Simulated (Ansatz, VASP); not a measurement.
# Sr3Be: VASP beside Ansatz

```
CELL_PARAMETERS angstrom
-2.66148 2.66148 5.55510
2.66148 -2.66148 5.55510
2.66148 2.66148 -5.55510
ATOMIC_POSITIONS crystal
Sr 0.50000 0.50000 0.00000
Sr 0.25000 0.75000 0.50000
Sr 0.75000 0.25000 0.50000
Be 0.00000 0.00000 0.00000
```

Alike in both runs: functional PBE; k mesh 12 × 12 × 12; occupations gaussian, width 0.1 eV; no spin polarisation.

Ansatz relaxed the structure, and its values are those at the end. VASP's run is a single point on that final structure, the one shown.

```csv
,VASP,Ansatz
version,VASP 6.6.1,Ansatz 0.2.0
potentials or method,"VASP PAW PBE potentials, release 64 (Sr_sv, Be), cutoff 520 eV","scalar-relativistic, plane waves, PAW"
valence electrons in the cell,32,32
```

```csv
,VASP,Ansatz,Ansatz less VASP
gap on the k mesh at the Fermi level (eV),none,none,-
pressure (GPa),0.0,0.0,-0.02
```

A gap of «none» marks a metal or a gap that the smearing closes.
